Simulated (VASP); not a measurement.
# MgO in VASP: further runs

The runs below take MgO through single point, with r2SCAN, PBE.

Everything below comes from runs of VASP 6.6.1. Logs are shortened: lines on timing, memory, paths and dates and some standing lists are left out, and cuts for length are marked.

## 1. The cell of the first run

It takes space group F-43m (No. 216, cubic). The conventional cell has a = 4.587 Å, b = 4.587 Å, c = 4.587 Å, α = 90.00°, β = 90.00°, γ = 90.00°. Mg (site symmetry -43m) has 4 O at 1.99 Å within 2.6 Å. O (site symmetry -43m) has 4 Mg at 1.99 Å within 2.6 Å.

## 2. Single point, r2SCAN (strain +0.5%)

The input, POSCAR:

```
MgO
1.0
    0.0000000000      2.2934156910      2.2934156910
    2.2934156910      0.0000000000      2.2934156910
    2.2934156910      2.2934156910      0.0000000000
Mg O
1 1
Direct
    0.0000000000      0.0000000000      0.0000000000
    0.2500000000      0.2500000000      0.2500000000
```

The input, INCAR.step1:

```
PREC = Accurate ; ENCUT = 660
ISMEAR = 0 ; SIGMA = 0.01
LREAL = False ; LASPH = True
NELM = 120 ; NBANDS = 11
GGA = PE ; ALGO = Normal
EDIFF = 1E-5 ; LWAVE = True
LCHARG = False ; GGA_COMPAT = False
```

The input, INCAR.step2:

```
PREC = Accurate ; ENCUT = 660
EDIFF = 1E-6 ; ISMEAR = 0
SIGMA = 0.01 ; LREAL = False
LASPH = True ; NELM = 120
ALGO = Normal ; ISIF = 2
LWAVE = False ; LCHARG = False
METAGGA = R2SCAN ; LMIXTAU = True
NBANDS = 11 ; ISTART = 1
GGA_COMPAT = False
```

The input, KPOINTS:

```
regular mesh
0
Gamma
  10 10 10
```

Potentials or basis: VASP PAW PBE potentials, release 64 (Mg, O).

On the command line:

```
$ cat potpaw_PBE.64/Mg/POTCAR potpaw_PBE.64/O/POTCAR > POTCAR
$ cp INCAR.step1 INCAR
$ mpirun -np 1 vasp_std > vasp.out
$ cp INCAR.step2 INCAR
$ mpirun -np 1 vasp_std > vasp.out
```

OUTCAR:

```text
PREC = Accurate
   ENCUT = 660
   EDIFF = 1E-6
   ISMEAR = 0
   LREAL = False
   LASPH = True
   NELM = 120
   ISIF = 2
   METAGGA = R2SCAN
   ISTART = 1

 ion  position               nearest neighbor table
   1  0.000  0.000  0.000-   2 1.99   2 1.99   2 1.99   2 1.99
   2  0.250  0.250  0.250-   1 1.99   1 1.99   1 1.99   1 1.99

  LATTYP: Found a face centered cubic cell.
 ALAT       =     4.5868313820

  Lattice vectors:

 A1 = (   0.0000000000,   2.2934156910,   2.2934156910)
 A2 = (   2.2934156910,   0.0000000000,   2.2934156910)
 A3 = (   2.2934156910,   2.2934156910,   0.0000000000)

Analysis of symmetry for initial positions (statically):
=====================================================================
 Subroutine PRICEL returns:
 Original cell was already a primitive cell.

 Routine SETGRP: Setting up the symmetry group for a
 face centered cubic supercell.

 Subroutine GETGRP returns: Found 24 space group operations
 (whereof 24 operations were pure point group operations)
 out of a pool of 48 trial point group operations.

The static configuration has the point symmetry T_d .

Analysis of symmetry for dynamics (positions and initial velocities):
=====================================================================
 Subroutine PRICEL returns:
 Original cell was already a primitive cell.

 Routine SETGRP: Setting up the symmetry group for a
 face centered cubic supercell.

 Subroutine GETGRP returns: Found 24 space group operations
 (whereof 24 operations were pure point group operations)
 out of a pool of 48 trial point group operations.

The dynamic configuration has the point symmetry T_d .

 Subroutine INISYM returns: Found 24 space group operations
 (whereof 24 operations are pure point group operations),
 and found     1 'primitive' translations

----------------------------------------------------------------------------------------

                                     Primitive cell

  volume of cell :      24.1256

  direct lattice vectors                    reciprocal lattice vectors
     0.000000000  2.293415691  2.293415691    -0.218015426  0.218015426  0.218015426
     2.293415691  0.000000000  2.293415691     0.218015426 -0.218015426  0.218015426
     2.293415691  2.293415691  0.000000000     0.218015426  0.218015426 -0.218015426

  length of vectors
     3.243379574  3.243379574  3.243379574     0.377613796  0.377613796  0.377613796

  position of ions in fractional coordinates (direct lattice)
     0.000000000  0.000000000  0.000000000
     0.250000000  0.250000000  0.250000000

  ion indices of the primitive-cell ions
   primitive index   ion index
                 1           1
                 2           2

----------------------------------------------------------------------------------------

 KPOINTS: regular mesh

Automatic generation of k-mesh.
 Grid dimensions read from file:
 generate k-points for:   10   10   10

 Generating k-lattice:

  Cartesian coordinates                     Fractional coordinates (reciprocal lattice)
    -0.021801543  0.021801543  0.021801543     0.100000000  0.000000000  0.000000000
     0.021801543 -0.021801543  0.021801543     0.000000000  0.100000000  0.000000000
     0.021801543  0.021801543 -0.021801543     0.000000000  0.000000000  0.100000000

  Length of vectors
     0.037761380  0.037761380  0.037761380

  Shift w.r.t. Gamma in fractional coordinates (k-lattice)
     0.000000000  0.000000000  0.000000000

 Subroutine IBZKPT returns following result:
 ===========================================

 Found     47 irreducible k-points:

 Following reciprocal coordinates:
            Coordinates               Weight
  0.000000  0.000000  0.000000      1.000000
  0.100000  0.000000  0.000000      8.000000
  0.200000  0.000000  0.000000      8.000000
  0.300000  0.000000  0.000000      8.000000
  0.400000  0.000000  0.000000      8.000000
  0.500000  0.000000  0.000000      4.000000
[... 16 lines left out ...]
  0.300000  0.300000  0.000000      6.000000
  0.400000  0.300000  0.000000     24.000000
 [... further k-points ...]
   k-points           NKPTS =     47   k-points in BZ     NKDIM =     47   number of bands    NBANDS=     11
   number of dos      NEDOS =    301   number of ions     NIONS =      2
   total plane-waves  NPLWV =  21952
   dimension x,y,z NGX =    28 NGY =   28 NGZ =   28
   dimension x,y,z NGXF=    56 NGYF=   56 NGZF=   56
   ions per type =               1   1
   NGX,Y,Z   is equivalent  to a cutoff of  14.35, 14.35, 14.35 a.u.
   NGXF,Y,Z  is equivalent  to a cutoff of  28.70, 28.70, 28.70 a.u.
 SYSTEM =  unknown system
   PREC   = accura    normal or accurate (medium, high low for compatibility)
   ISTART =      1    job   : 0-new  1-cont  2-samecut
   ICHARG =      0    charge: 1-file 2-atom 10-const
   ISPIN  =      1    spin polarized calculation?
   LNONCOLLINEAR =      F non collinear calculations
   LSORBIT =      F    spin-orbit coupling
[... 36 lines left out ...]
  energy-cutoff  :      660.00
  volume of cell :       24.13
 maximum number of plane-waves:       944
   NGX = 13   NGY = 13   NGZ = 13

 number of electron       8.0000002 magnetization

 Free energy of the ion-electron system (eV)
  ---------------------------------------------------
  ext. energy  EPLUGINS =         0.00000000
  ---------------------------------------------------
  free energy    TOTEN  =       -15.85706392 eV

  energy without entropy =      -15.85706392  energy(sigma->0) =      -15.85706392

 E-fermi :   0.3530     XC(G=0): -10.0974

 val. band max:        0.2818698049   @ k =   0.0000   0.0000   0.0000
 cond. band min:       4.5180886187   @ k =   0.0000   0.0000   0.0000
 fundamental gap:      4.2362188138
 Fermi energy:         0.3529558268

 k-point     1 :       0.0000    0.0000    0.0000
  band No.  band energies     occupation
      1     -16.5067      2.00000
      2       0.2819      2.00000
      3       0.2819      2.00000
      4       0.2819      2.00000
      5       4.5181      0.00000
      6      18.0340      0.00000
      7      18.0340      0.00000
      8      18.0340      0.00000
      9      21.5361      0.00000
     10      21.5377      0.00000
     11      21.6228      0.00000

 k-point     2 :       0.1000    0.0000    0.0000
  band No.  band energies     occupation
      1     -16.4509      2.00000
      2      -0.1627      2.00000
      3       0.2638      2.00000
      4       0.2638      2.00000
      5       5.0567      0.00000
      6      17.1106      0.00000
      7      18.0135      0.00000
      8      18.0135      0.00000
      9      20.1063      0.00000
     10      20.1063      0.00000
     11      21.0603      0.00000

 k-point     3 :       0.2000    0.0000    0.0000
  band No.  band energies     occupation
      1     -16.3013      2.00000
      2      -1.0527      2.00000
      3       0.2169      2.00000
      4       0.2169      2.00000
      5       6.2234      0.00000
      6      15.2828      0.00000
      7      17.4093      0.00000
      8      17.4093      0.00000
      9      20.0402      0.00000
     10      20.0402      0.00000
     11      20.5724      0.00000

 k-point     4 :       0.3000    0.0000    0.0000
  band No.  band energies     occupation
      1     -16.1088      2.00000
      2      -1.9011      2.00000
      3       0.1599      2.00000
      4       0.1599      2.00000
      5       7.5376      0.00000
      6      13.4304      0.00000
      7      16.5234      0.00000
      8      16.5234      0.00000
      9      20.4937      0.00000
     10      21.0747      0.00000
     11      21.0747      0.00000
[... 239 lines left out ...]
 k-point    22 :      -0.2000    0.2000    0.0000
  band No.  band energies     occupation
      1     -16.0453      2.00000
      2      -1.7553      2.00000
      3      -0.4033      2.00000
      4       0.1937      2.00000
      5       7.9588      0.00000
      6      13.5036      0.00000
      7      14.9263      0.00000
      8      16.6831      0.00000
      9      19.8499      0.00000
     10      22.0643      0.00000
     11      23.9311      0.00000

 k-point    23 :       0.3000    0.3000    0.0000
  band No.  band energies     occupation
      1     -15.9846      2.00000
      2      -1.6974      2.00000
      3      -0.2154      2.00000
      4      -0.2154      2.00000
      5       7.5067      0.00000
      6      13.1572      0.00000
      7      15.4580      0.00000
      8      17.6766      0.00000
      9      17.6766      0.00000
     10      24.1545      0.00000
     11      24.4516      0.00000

 k-point    24 :       0.4000    0.3000    0.0000
  band No.  band energies     occupation
      1     -15.8598      2.00000
      2      -1.9381      2.00000
      3      -0.4072      2.00000
      4      -0.2875      2.00000
      5       7.7774      0.00000
      6      12.7498      0.00000
      7      15.0756      0.00000
      8      17.5535      0.00000
      9      17.9770      0.00000
     10      24.4296      0.00000
     11      24.9310      0.00000

 [... further k-points ...]

------------------------ aborting loop because EDIFF is reached ----------------------------------------

  FORCE on cell =-STRESS in cart. coord.  units (eV):
  Direction    XX          YY          ZZ          XY          YZ          ZX
  --------------------------------------------------------------------------------------
  -------------------------------------------------------------------------------------
  Total       -0.3901753     -0.3901753     -0.3901753      0.0000000      0.0000000     -0.0000000
  in kB      -25.9114696    -25.9114696    -25.9114696      0.0000000      0.0000000     -0.0000000
  external PRESSURE =     -25.9114696 kB  Pullay stress =       0.0000000 kB

 VOLUME and BASIS-vectors are now :
 -----------------------------------------------------------------------------
  energy-cutoff  :      660.00
  volume of cell :       24.13
      direct lattice vectors                 reciprocal lattice vectors
     0.000000000  2.293415691  2.293415691    -0.218015426  0.218015426  0.218015426
     2.293415691  0.000000000  2.293415691     0.218015426 -0.218015426  0.218015426
     2.293415691  2.293415691  0.000000000     0.218015426  0.218015426 -0.218015426

 POSITION                                       TOTAL-FORCE (eV/Angst)
 -----------------------------------------------------------------------------------
      0.00000      0.00000      0.00000         0.000000     -0.000000      0.000000
      1.14671      1.14671      1.14671        -0.000000      0.000000     -0.000000
 -----------------------------------------------------------------------------------
    total drift:                                0.000000      0.000000      0.000000

  FREE ENERGIE OF THE ION-ELECTRON SYSTEM (eV)
  ---------------------------------------------------
  free  energy   TOTEN  =       -15.8570639178 eV

  energy  without entropy=      -15.8570639178  energy(sigma->0) =      -15.85706392
```

Wall time 58 s (1 thread of Intel Xeon Platinum 8259CL at 2.50GHz (Skylake/Cascade Lake), shared host); peak memory 0.17 GiB.

What came out:

| Item | Value |
| --- | --- |
| Free energy | -15.8571 eV |
| Pressure | -2.6 GPa |
| Band gap on the k mesh | 4.24 eV, direct |

Caveat: the cell differs from its parent crystal (strain +0.5%); the PAW data sets were made with another functional, which shifts forces and pressure a little.

## 3. Single point, PBE (uniaxial z strain +5.0%)

The input, INCAR:

```
SYSTEM = MgO
  ALGO = Normal
  EDIFF = 1E-6
  ENCUT = 600
  GGA = PE
  GGA_COMPAT = .False.
  ISIF = 2
  ISMEAR = -1
  LASPH = .True.
  LCHARG = .False.
  LREAL = .False.
  LWAVE = .False.
  NBANDS = 11
  NELM = 120
  PREC = Accurate
  SIGMA = 0.02
```

The input, KPOINTS:

```
k-points
0
Gamma
  10 10 10
  0 0 0
```

The input, POSCAR:

```
MgO
1.0
    0.0000000000      2.2820056627      2.3961059458
    2.2820056627      0.0000000000      2.3961059458
    2.2820056627      2.2820056627      0.0000000000
Mg O
1 1
Direct
    0.0000000000      0.0000000000      0.0000000000
    0.2500000000      0.2500000000      0.2500000000
```

Potentials or basis: VASP PAW PBE potentials, release 64 (Mg, O).

On the command line:

```
$ cat potpaw_PBE.64/Mg/POTCAR potpaw_PBE.64/O/POTCAR > POTCAR
$ mpirun -np 1 vasp_std > vasp.out
```

It took 28 s on 1 thread of Intel Xeon Platinum 8259CL at 2.50GHz (Skylake/Cascade Lake), shared host; peak memory 0.18 GiB.

Results (log left out):

```yaml
Free_energy: -11.6944 eV
Pressure: -2.6 GPa
Band_gap_on_the_k_mesh: 3.31 eV, indirect (least direct gap 3.32 eV)
```

Stress tensor (GPa, compression positive):
```
-1.69  0.00  0.00
 0.00 -1.69  0.00
 0.00  0.00 -4.37
```

Levels at points of the mesh, in eV from the valence-band top:
| k point | band 1 | band 2 | band 3 | band 4 | band 5 | band 6 | band 7 | band 8 | band 9 |
| --- | --- | --- | --- | --- | --- | --- | --- | --- | --- |
| (0.00, 0.00, 0.00) | -15.81 | -0.12 | -0.01 | -0.01 | 3.31 | 16.24 | 16.24 | 16.25 | 18.90 |
| (0.50, 0.00, 0.00) | -15.21 | -2.96 | -0.34 | -0.12 | 8.36 | 9.27 | 13.84 | 14.63 | 18.87 |
| (0.50, 0.50, 0.00) | -15.08 | -2.61 | -0.63 | -0.63 | 6.10 | 11.17 | 13.29 | 16.38 | 16.38 |
| (0.50, 0.00, 0.50) | -15.01 | -2.38 | -0.84 | -0.83 | 6.10 | 11.19 | 13.49 | 15.41 | 16.36 |

Caveat: the cell differs from its parent crystal (uniaxial z strain +5.0%). A k mesh can miss the band edges.

## 4. Single point, PBE (epitaxial 111 strain +4.0%)

The input, INCAR:

```
SYSTEM = MgO
  PREC = Accurate
  ENCUT = 600
  EDIFF = 1E-6
  ISMEAR = -1
  SIGMA = 0.02
  LREAL = .FALSE.
  LASPH = .TRUE.
  NELM = 120
  ALGO = Normal
  ISIF = 2
  LWAVE = .FALSE.
  LCHARG = .FALSE.
  GGA = PE
  NBANDS = 11
  GGA_COMPAT = .FALSE.
```

The input, KPOINTS:

```
Automatic mesh
0
G
  10 10 10
  0 0 0
```

The input, POSCAR:

```
MgO
1.0
   -0.0943766280      2.2789092612      2.2789092612
    2.2789092612     -0.0943766280      2.2789092612
    2.2789092612      2.2789092612     -0.0943766280
Mg O
1 1
Direct
   -0.0035052988     -0.0035052988     -0.0035052988
    0.2535052988      0.2535052988      0.2535052988
```

On the command line:

```
$ cat potpaw_PBE.64/Mg/POTCAR potpaw_PBE.64/O/POTCAR > POTCAR
$ mpirun -np 1 vasp_std > vasp.out
```

Wall time 31 s (1 thread of Intel Xeon Platinum 8259CL at 2.50GHz (Skylake/Cascade Lake), shared host); peak memory 0.19 GiB.

Results (log left out):

```
Free energy            : -11.6676 eV
Pressure               : -3.3 GPa
Largest force          : 0.029 eV/Å
Band gap on the k mesh : 3.10 eV, direct
```

Forces on the atoms (eV/Å):
```
Mg  -0.017 -0.017 -0.017
O    0.017  0.017  0.017
```

Stress tensor (GPa, compression positive):
```
-3.34  3.11  3.11
 3.11 -3.34  3.11
 3.11  3.11 -3.34
```

Levels at points of the mesh, in eV from the valence-band top:
| k point | band 1 | band 2 | band 3 | band 4 | band 5 | band 6 | band 7 | band 8 |
| --- | --- | --- | --- | --- | --- | --- | --- | --- |
| (0.00, 0.00, 0.00) | -15.94 | -0.28 | -0.28 | 0.00 | 3.10 | 15.48 | 15.48 | 17.12 |
| (0.50, 0.00, 0.00) | -15.37 | -3.14 | -0.38 | -0.24 | 8.18 | 8.95 | 13.78 | 14.69 |
| (0.50, 0.50, 0.00) | -15.16 | -2.58 | -1.06 | -0.74 | 5.89 | 11.07 | 13.12 | 15.43 |
| (0.50, 0.50, 0.50) | -15.26 | -2.95 | -0.53 | -0.53 | 8.17 | 9.28 | 13.39 | 13.39 |

Caveat: the cell differs from its parent crystal (epitaxial 111 strain +4.0%).

## 5. Single point, r2SCAN (uniaxial x strain +2.0%)

The input, POSCAR:

```
MgO
1.0
    0.0000000000      2.2820056627      2.2820056627
    2.3276457760      0.0000000000      2.2820056627
    2.3276457760      2.2820056627      0.0000000000
Mg O
1 1
Direct
    0.0000000000      0.0000000000      0.0000000000
    0.2500000000      0.2500000000      0.2500000000
```

The input, INCAR.step1:

```
PREC     = Accurate       # precision mode
ENCUT    = 660            # plane-wave cutoff, eV
ISMEAR   = 0              # smearing method
SIGMA    = 0.01           # smearing width, eV
LREAL    = False          # projectors in reciprocal space
LASPH    = True           # aspherical terms in the spheres
NELM     = 120            # most SCF steps
NBANDS   = 11             # bands
GGA      = PE             # functional
ALGO     = Normal         # electronic algorithm
EDIFF    = 1E-5           # SCF threshold, eV
LWAVE    = True           # write WAVECAR
LCHARG   = False          # write CHGCAR
GGA_COMPAT= False
```

The input, INCAR.step2:

```
PREC     = Accurate       # precision mode
ENCUT    = 660            # plane-wave cutoff, eV
EDIFF    = 1E-6           # SCF threshold, eV
ISMEAR   = 0              # smearing method
SIGMA    = 0.01           # smearing width, eV
LREAL    = False          # projectors in reciprocal space
LASPH    = True           # aspherical terms in the spheres
NELM     = 120            # most SCF steps
ALGO     = Normal         # electronic algorithm
ISIF     = 2              # what is computed and relaxed
LWAVE    = False          # write WAVECAR
LCHARG   = False          # write CHGCAR
METAGGA  = R2SCAN         # meta-GGA
LMIXTAU  = True         
NBANDS   = 11             # bands
ISTART   = 1            
GGA_COMPAT= False
```

The input, KPOINTS:

```
Automatic mesh
0
Gamma
  10 10 10
```

On the command line:

```
$ cat potpaw_PBE.64/Mg/POTCAR potpaw_PBE.64/O/POTCAR > POTCAR
$ cp INCAR.step1 INCAR
$ mpirun -np 1 vasp_std > vasp.out
$ cp INCAR.step2 INCAR
$ mpirun -np 1 vasp_std > vasp.out
```

Wall time 1.8 min (1 thread of Intel Xeon Platinum 8259CL at 2.50GHz (Skylake/Cascade Lake), shared host); peak memory 0.19 GiB.

Results (log left out):

* Free energy: -15.8542 eV
* Pressure: -3.2 GPa
* Band gap on the k mesh: 4.19 eV, indirect (the least direct gap lies 2.7 meV higher)

Stress tensor (GPa, compression positive):
```
-3.88  0.00  0.00
 0.00 -2.83  0.00
 0.00  0.00 -2.83
```

Levels at points of the mesh, in eV from the valence-band top:
| k point | band 2 | band 3 | band 4 | band 5 | band 6 | band 7 |
| --- | --- | --- | --- | --- | --- | --- |
| (0.00, 0.00, 0.00) | -0.05 | 0.00 | 0.00 | 4.19 | 17.68 | 17.68 |
| (0.50, 0.00, 0.00) | -2.98 | -0.25 | -0.16 | 9.46 | 10.36 | 15.21 |
| (0.50, 0.50, 0.00) | -2.45 | -0.79 | -0.78 | 6.88 | 12.33 | 15.06 |
| (0.00, 0.50, 0.50) | -2.54 | -0.70 | -0.70 | 6.88 | 12.35 | 14.94 |

Caveat: the cell differs from its parent crystal (uniaxial x strain +2.0%); the PAW data sets were made with another functional, which shifts forces and pressure a little.

## 6. Overview

| level | cell | cutoff (eV) | smearing | gap on the mesh (eV) | pressure (GPa) |
| --- | --- | --- | --- | --- | --- |
| r2SCAN | a = 3.243 Å, angles 60.0°, 2 atoms | 660 | gaussian 0.01 eV | 4.24 | -2.6 |
| PBE | a = 3.309, b = 3.309, c = 3.227 Å, angles 60.8, 60.8, 58.4°, 2 atoms | 600 | fermi-dirac 0.02 eV | 3.31 | -2.6 |
| PBE | a = 3.224 Å, angles 62.7°, 2 atoms | 600 | fermi-dirac 0.02 eV | 3.10 | -3.3 |
| r2SCAN | a = 3.227, b = 3.260, c = 3.260 Å, angles 59.3, 60.3, 60.3°, 2 atoms | 660 | gaussian 0.01 eV | 4.19 | -3.2 |

Alike in all rows: task single point; potentials or basis VASP PAW PBE potentials, release 64 (Mg, O); no spin polarisation; k mesh 10 × 10 × 10.

Caveats: the PAW data sets were made with another functional, which shifts forces and pressure a little (some runs).

Total energies depend on the potentials used, so only differences within one code and one set of settings carry meaning.
